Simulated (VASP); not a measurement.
# C (P6_3/mmc) in VASP: a series of runs

The runs below take C through relaxation of the atoms, with PBEsol.

All numbers are computed with VASP 6.6.1; they aren't measurements. Logs are shortened: lines on timing, memory, paths and dates and some standing lists are left out, and cuts for length are marked.

### Step 1. The cell of the first run

The structure is hexagonal, space group P6_3/mmc (No. 194). The conventional cell has a = 2.500 Å, b = 2.500 Å, c = 4.119 Å, α = 90.00°, β = 90.00°, γ = 120.00°. C (site symmetry 3m) has 4 C at 1.53 to 1.54 Å within 2.0 Å.

### Step 2. Relaxation of the atoms, PBEsol (strained cell)

File INCAR:

```
  PREC = Accurate
  ENCUT = 520
  EDIFF = 1E-6
  ISMEAR = 0
  SIGMA = 0.02
  LREAL = F
  LASPH = T
  NELM = 80
  ALGO = Normal
  ISIF = 2
  LWAVE = F
  LCHARG = F
  GGA = PS
  IBRION = 2
  NSW = 60
  EDIFFG = -0.002
```

File KPOINTS:

```
regular mesh
0
Gamma
  9 9 6
```

File POSCAR:

```
C
1.0
    2.4995962376      0.0000000000      0.0000000000
   -1.2497981188      2.1647138410      0.0000000000
    0.0000000000      0.0000000000      4.1189829197
C
4
Direct
    0.3333333333      0.6666666667      0.0000901342
    0.6666666667      0.3333333333      0.5000901342
    0.3333333333      0.6666666667      0.3739098658
    0.6666666667      0.3333333333      0.8739098658
```

Potentials or basis: VASP PAW PBE potentials, release 64 (C).

On the command line:

```console
$ cat potpaw_PBE.64/C/POTCAR > POTCAR
$ mpirun -np 1 vasp_std > vasp.out
```

OUTCAR:

```text
PREC = Accurate
   ENCUT = 520
   EDIFF = 1E-6
   ISMEAR = 0
   LREAL = F
   LASPH = T
   NELM = 80
   ISIF = 2
   GGA = PS
   IBRION = 2
   NSW = 60
   EDIFFG = -0.002

 ion  position               nearest neighbor table
   1  0.333  0.667  0.000-   4 1.53   4 1.53   4 1.53   3 1.54
   2  0.667  0.333  0.500-   3 1.53   3 1.53   3 1.53   4 1.54
   3  0.333  0.667  0.374-   2 1.53   2 1.53   2 1.53   1 1.54
   4  0.667  0.333  0.874-   1 1.53   1 1.53   1 1.53   2 1.54

  LATTYP: Found a hexagonal cell.
 ALAT       =     2.4995962376
 C/A-ratio  =     1.6478593053

  Lattice vectors:

 A1 = (   2.4995962376,   0.0000000000,   0.0000000000)
 A2 = (  -1.2497981188,   2.1647138410,   0.0000000000)
 A3 = (   0.0000000000,   0.0000000000,   4.1189829197)

Analysis of symmetry for initial positions (statically):
=====================================================================
 Subroutine PRICEL returns:
 Original cell was already a primitive cell.

 Routine SETGRP: Setting up the symmetry group for a
 hexagonal supercell.

 Subroutine GETGRP returns: Found 24 space group operations
 (whereof  6 operations were pure point group operations)
 out of a pool of 24 trial point group operations.

The static configuration has the point symmetry C_3v.
 The point group associated with its full space group is D_6h.

Analysis of symmetry for dynamics (positions and initial velocities):
=====================================================================
 Subroutine PRICEL returns:
 Original cell was already a primitive cell.

 Routine SETGRP: Setting up the symmetry group for a
 hexagonal supercell.

 Subroutine GETGRP returns: Found 24 space group operations
 (whereof  6 operations were pure point group operations)
 out of a pool of 24 trial point group operations.

The dynamic configuration has the point symmetry C_3v.
 The point group associated with its full space group is D_6h.

 Subroutine INISYM returns: Found 24 space group operations
 (whereof  6 operations are pure point group operations),
 and found     1 'primitive' translations

----------------------------------------------------------------------------------------

                                     Primitive cell

  volume of cell :      22.2874

  direct lattice vectors                    reciprocal lattice vectors
     2.499596238  0.000000000  0.000000000     0.400064612  0.230977412  0.000000000
    -1.249798119  2.164713841  0.000000000     0.000000000  0.461954823  0.000000000
     0.000000000  0.000000000  4.118982920     0.000000000  0.000000000  0.242778380

  length of vectors
     2.499596238  2.499596238  4.118982920     0.461954823  0.461954823  0.242778380

  position of ions in fractional coordinates (direct lattice)
     0.333333333  0.666666667  0.000090134
     0.666666667  0.333333333  0.500090134
     0.333333333  0.666666667  0.373909866
     0.666666667  0.333333333  0.873909866

  ion indices of the primitive-cell ions
   primitive index   ion index
                 1           1
                 2           2
                 3           3
                 4           4

----------------------------------------------------------------------------------------

 KPOINTS: regular mesh

Automatic generation of k-mesh.
 Grid dimensions read from file:
 generate k-points for:    9    9    6

 Generating k-lattice:

  Cartesian coordinates                     Fractional coordinates (reciprocal lattice)
     0.044451624  0.025664157  0.000000000     0.111111111  0.000000000  0.000000000
     0.000000000  0.051328314  0.000000000     0.000000000  0.111111111  0.000000000
     0.000000000  0.000000000  0.040463063     0.000000000  0.000000000  0.166666667

  Length of vectors
     0.051328314  0.051328314  0.040463063

  Shift w.r.t. Gamma in fractional coordinates (k-lattice)
     0.000000000  0.000000000  0.000000000

 Subroutine IBZKPT returns following result:
 ===========================================

 Found     48 irreducible k-points:

 Following reciprocal coordinates:
            Coordinates               Weight
  0.000000  0.000000  0.000000      1.000000
  0.111111  0.000000  0.000000      6.000000
  0.222222  0.000000  0.000000      6.000000
  0.333333  0.000000  0.000000      6.000000
  0.444444  0.000000  0.000000      6.000000
  0.111111  0.111111  0.000000      6.000000
[... 16 lines left out ...]
  0.333333  0.222222  0.166667     24.000000
  0.333333  0.333333  0.166667      4.000000
 [... further k-points ...]
   k-points           NKPTS =     48   k-points in BZ     NKDIM =     48   number of bands    NBANDS=     12
   number of dos      NEDOS =    301   number of ions     NIONS =      4
   total plane-waves  NPLWV =  12800
   dimension x,y,z NGX =    20 NGY =   20 NGZ =   32
   dimension x,y,z NGXF=    40 NGYF=   40 NGZF=   64
   ions per type =               4
   NGX,Y,Z   is equivalent  to a cutoff of  13.30, 13.30, 12.92 a.u.
   NGXF,Y,Z  is equivalent  to a cutoff of  26.60, 26.60, 25.83 a.u.
 SYSTEM =  unknown system
   PREC   = accura    normal or accurate (medium, high low for compatibility)
   ISTART =      0    job   : 0-new  1-cont  2-samecut
   ICHARG =      2    charge: 1-file 2-atom 10-const
   ISPIN  =      1    spin polarized calculation?
   LNONCOLLINEAR =      F non collinear calculations
   LSORBIT =      F    spin-orbit coupling
   LASPH  =      T    aspherical Exc in radial PAW
   ENCUT  =  520.0 eV  38.22 Ry    6.18 a.u.   4.65  4.65  7.66*2*pi/ulx,y,z
   NELM   =     80;   NELMIN=  2; NELMDL= -5     # of ELM steps
   EDIFF  = 0.1E-05   stopping-criterion for ELM
   LREAL  =      F    real-space projection
   EDIFFG = -.2E-02   stopping-criterion for IOM
   NSW    =     60    number of steps for IOM
   IBRION =      2    ionic relax: 0-MD 1-quasi-New 2-CG
   NFREE  =      1    steps in history (QN), initial steepest desc. (CG)
   ISIF   =      2    stress and relaxation
   ISYM   =      2    0-nonsym 1-usesym 2-fastsym
   POTIM  = 0.5000    time-step for ionic-motion
   TEBEG  =    0.0;   TEEND  =   0.0 temperature during run
   PSTRESS=    0.0 pullay stress
   NELECT =      16.0000    total number of electrons
   NUPDOWN=      -1.0000    fix difference up-down
   EMIN   =  10.00;   EMAX   =-10.00  energy-range for DOS
   EFERMI =   0.00;   METHOD = LEGACY
   ISMEAR =     0;   SIGMA  =   0.02  broadening in eV -4-tet -1-fermi 0-gaus
   EFERMI_NEDOS =   21; number of points for ismear=-14 and -15
   IALGO  =     38    algorithm
   IMIX   =      4    mixing-type and parameters
     AMIX     =   0.40;   BMIX     =  1.00
     AMIX_MAG =   1.60;   BMIX_MAG =  1.00
  volume/ion in A,a.u.               =       5.57        37.60
  Fermi-wavevector in a.u.,A,eV,Ry     =   1.465867  2.770088 29.235756  2.148767
  Thomas-Fermi vector in A             =   2.581673
   LORBIT       =      0    0 simple, 1 ext, 2 COOP (PROOUT), +10 PAW based schemes
   GGA     = PS    functional components
   LHFCALC =     F    Hartree Fock is set to
   AEXX    =    0.0000 exact exchange contribution
   IVDW    =     0    specifies the selected vdW correction
   LEPSILON=     F    determine dielectric tensor
   LRPA    =     F    only Hartree local field effects (RPA)
 conjugate gradient relaxation of ions
 non-spin polarized calculation
 Gauss-broadening in eV      SIGMA  =   0.02
  energy-cutoff  :      520.00
  volume of cell :       22.29
 maximum number of plane-waves:       616
 NGX is ok and might be reduce to    20
   NGX =  9   NGY =  9   NGZ = 15

--------------------------------------- Ionic step        1  -------------------------------------------

 number of electron      16.0000000 magnetization

 Free energy of the ion-electron system (eV)
  ---------------------------------------------------
  ext. energy  EPLUGINS =         0.00000000
  ---------------------------------------------------
  free energy    TOTEN  =       -38.39212794 eV

  energy without entropy =      -38.39212794  energy(sigma->0) =      -38.39212794

------------------------ aborting loop because EDIFF is reached ----------------------------------------

  FORCE on cell =-STRESS in cart. coord.  units (eV):
  Direction    XX          YY          ZZ          XY          YZ          ZX
  --------------------------------------------------------------------------------------
  -------------------------------------------------------------------------------------
  Total        0.1154934      0.1154934      2.1085723      0.0000000      0.0000000      0.0000000
  in kB        8.3024711      8.3024711    151.5788953      0.0000000      0.0000000      0.0000000
  external PRESSURE =      56.0612792 kB  Pullay stress =       0.0000000 kB
[... 61 lines left out ...]
  energy  without entropy=      -38.3901925259  energy(sigma->0) =      -38.39019253

--------------------------------------- Ionic step        3  -------------------------------------------

 number of electron      16.0000000 magnetization

 Free energy of the ion-electron system (eV)
  ---------------------------------------------------
  ext. energy  EPLUGINS =         0.00000000
  ---------------------------------------------------
  free energy    TOTEN  =       -38.39243837 eV

  energy without entropy =      -38.39243837  energy(sigma->0) =      -38.39243837

 E-fermi :  10.4174     XC(G=0): -13.5134

 val. band max:       10.2812266353   @ k =   0.0000   0.0000   0.0000
 cond. band min:      13.3089433659   @ k =   0.3333   0.3333   0.0000
 fundamental gap:      3.0277167307
 Fermi energy:        10.4173571108

 k-point     1 :       0.0000    0.0000    0.0000
  band No.  band energies     occupation
      1     -11.8159      2.00000
      2      -5.9401      2.00000
      3      -3.7372      2.00000
      4       7.0147      2.00000
      5       7.0147      2.00000
      6       9.7708      2.00000
      7      10.2812      2.00000
      8      10.2812      2.00000
      9      15.0871      0.00000
     10      15.0871      0.00000
     11      15.8842      0.00000
     12      18.3417      0.00000
[... 331 lines left out ...]
 k-point    24 :       0.3333    0.3333    0.1667
  band No.  band energies     occupation
      1      -4.4204      2.00000
      2      -4.4204      2.00000
      3      -0.9943      2.00000
      4      -0.3321      2.00000
      5      -0.3321      2.00000
      6       2.6690      2.00000
      7       3.8413      2.00000
      8       3.8413      2.00000
      9      14.1862      0.00000
     10      20.9330      0.00000
     11      20.9330      0.00000
     12      22.7553      0.00000

 [... further k-points ...]

------------------------ aborting loop because EDIFF is reached ----------------------------------------

  FORCE on cell =-STRESS in cart. coord.  units (eV):
  Direction    XX          YY          ZZ          XY          YZ          ZX
  --------------------------------------------------------------------------------------
  -------------------------------------------------------------------------------------
  Total        0.1284319      0.1284319      2.0905513      0.0000000      0.0000000     -0.0000000
  in kB        9.2325778      9.2325778    150.2834151      0.0000000      0.0000000     -0.0000000
  external PRESSURE =      56.2495236 kB  Pullay stress =       0.0000000 kB
[... 19 lines left out ...]
  FREE ENERGIE OF THE ION-ELECTRON SYSTEM (eV)
  ---------------------------------------------------
  free  energy   TOTEN  =       -38.3924383704 eV

  energy  without entropy=      -38.3924383704  energy(sigma->0) =      -38.39243837

 reached required accuracy - stopping structural energy minimisation
```

Run time: 8.9 s. Hardware: 1 thread of Intel Xeon 6975P-C (Granite Rapids), shared host; peak memory 0.13 GiB.

What came out:

```yaml
Free_energy: -38.3924 eV
Energy_gained_by_relaxing: 0.1 meV/atom
Ionic_steps: 3
Pressure_after_relaxing: 5.6 GPa
Band_gap_on_the_k_mesh: 3.03 eV, indirect (least direct gap 4.81 eV)
```

Stress tensor (GPa, compression positive):
```
 0.92  0.00  0.00
 0.00  0.92  0.00
 0.00  0.00 15.03
```

The path:
| step | energy change (eV) | largest force (eV/Å) | pressure (GPa) |
| --- | --- | --- | --- |
| 1 | 0.0000 | 0.1093 | 5.61 |
| 2 | 0.0019 | 0.2901 | 5.71 |
| 3 | -0.0003 | 0.0003 | 5.62 |

Final structure:
```
CELL_PARAMETERS angstrom
2.49960 0.00000 0.00000
-1.24980 2.16471 0.00000
0.00000 0.00000 4.11898
ATOMIC_POSITIONS crystal
C 0.33333 0.66667 0.99974
C 0.66667 0.33333 0.49974
C 0.33333 0.66667 0.37426
C 0.66667 0.33333 0.87426
```

Levels at points of the mesh, in eV from the valence-band top:
```tsv
k point	band 4	band 5	band 6	band 7	band 8	band 9	band 10	band 11	band 12
(0.00, 0.00, 0.00)	-3.27	-3.27	-0.51	0.00	0.00	4.81	4.81	5.60	8.06
(0.00, 0.00, 0.50)	-7.07	-1.97	-1.97	-1.97	-1.97	7.19	7.19	7.19	7.19
```

Caveat: the cell differs from its parent crystal (strained cell); the PAW data sets were made with another functional, which shifts forces and pressure a little. A k mesh can miss the band edges.

### Step 3. Relaxation of the atoms, PBEsol (strained cell)

File INCAR:

```
SYSTEM = C
PREC = Accurate ; ENCUT = 520
EDIFF = 1E-6 ; ISMEAR = 0
SIGMA = 0.02 ; LREAL = .False.
LASPH = .True. ; NELM = 100
ALGO = Normal ; ISIF = 2
LWAVE = .False. ; LCHARG = .False.
GGA = PS ; IBRION = 2
NSW = 60 ; EDIFFG = -0.002
```

File KPOINTS:

```
regular mesh
0
Gamma
  9 9 6
  0 0 0
```

File POSCAR:

```
C
1.0
    2.4991591159      0.0000000000      0.0000000000
   -1.2495795580      2.1643352825      0.0000000000
    0.0000000000      0.0000000000      4.1189829197
C
4
Direct
    0.3333333333      0.6666666667     -0.0002610710
    0.6666666667      0.3333333333      0.4997389290
    0.3333333333      0.6666666667      0.3742610710
    0.6666666667      0.3333333333      0.8742610710
```

Potentials or basis: VASP PAW PBE potentials, release 64 (C).

On the command line:

```console
$ cat potpaw_PBE.64/C/POTCAR > POTCAR
$ mpirun -np 1 vasp_std > vasp.out
```

OUTCAR:

```text
SYSTEM = C
   PREC = Accurate
   ENCUT = 520
   EDIFF = 1E-6
   ISMEAR = 0
   LREAL = .False.
   LASPH = .True.
   NELM = 100
   ISIF = 2
   GGA = PS
   IBRION = 2
   NSW = 60
   EDIFFG = -0.002

 ion  position               nearest neighbor table
   1  0.333  0.667  1.000-   4 1.53   4 1.53   4 1.53   3 1.54
   2  0.667  0.333  0.500-   3 1.53   3 1.53   3 1.53   4 1.54
   3  0.333  0.667  0.374-   2 1.53   2 1.53   2 1.53   1 1.54
   4  0.667  0.333  0.874-   1 1.53   1 1.53   1 1.53   2 1.54

  LATTYP: Found a hexagonal cell.
 ALAT       =     2.4991591159
 C/A-ratio  =     1.6481475283

  Lattice vectors:

 A1 = (   2.4991591159,   0.0000000000,   0.0000000000)
 A2 = (  -1.2495795580,   2.1643352825,   0.0000000000)
[... 279 lines left out ...]
      1     -11.8155      2.00000
      2      -5.9401      2.00000
      3      -3.7360      2.00000
      4       7.0207      2.00000
      5       7.0207      2.00000
      6       9.7755      2.00000
      7      10.2865      2.00000
      8      10.2865      2.00000
      9      15.0949      0.00000
     10      15.0949      0.00000
     11      15.8860      0.00000
     12      18.3558      0.00000
[... 331 lines left out ...]
 k-point    24 :       0.3333    0.3333    0.1667
  band No.  band energies     occupation
      1      -4.4168      2.00000
      2      -4.4168      2.00000
      3      -0.9928      2.00000
      4      -0.3293      2.00000
      5      -0.3293      2.00000
      6       2.6702      2.00000
      7       3.8445      2.00000
      8       3.8445      2.00000
      9      14.1896      0.00000
     10      20.9377      0.00000
     11      20.9377      0.00000
     12      22.7679      0.00000

 [... further k-points ...]

------------------------ aborting loop because EDIFF is reached ----------------------------------------

  FORCE on cell =-STRESS in cart. coord.  units (eV):
  Direction    XX          YY          ZZ          XY          YZ          ZX
  --------------------------------------------------------------------------------------
  -------------------------------------------------------------------------------------
  Total        0.1609893      0.1609893      2.0910933     -0.0000000      0.0000000      0.0000000
  in kB       11.5770825     11.5770825    150.3749731     -0.0000000      0.0000000      0.0000000
  external PRESSURE =      57.8430461 kB  Pullay stress =       0.0000000 kB
[... 19 lines left out ...]
  FREE ENERGIE OF THE ION-ELECTRON SYSTEM (eV)
  ---------------------------------------------------
  free  energy   TOTEN  =       -38.3923730030 eV

  energy  without entropy=      -38.3923730030  energy(sigma->0) =      -38.39237300

 reached required accuracy - stopping structural energy minimisation
```

Run time: 6.7 s. Hardware: 1 thread of Intel Xeon 6975P-C (Granite Rapids), shared host; peak memory 0.13 GiB.

Results:

- Free energy: -38.3924 eV
- Energy gained by relaxing: 0.0 meV/atom
- Ionic steps: 3
- Pressure after relaxing: 5.8 GPa
- Band gap on the k mesh: 3.03 eV, indirect (least direct gap 4.81 eV)

Final structure:
```xyz
4
Lattice="2.4992 0.0000 0.0000 -1.2496 2.1643 0.0000 0.0000 0.0000 4.1190" Properties=species:S:1:pos:R:3 pbc="T T T"
C     0.0000    1.4429    4.1179
C     1.2496    0.7214    2.0585
C     0.0000    1.4429    1.5415
C     1.2496    0.7214    3.6010
```

Caveat: the cell differs from its parent crystal (strained cell); the PAW data sets were made with another functional, which shifts forces and pressure a little. A k mesh can miss the band edges.
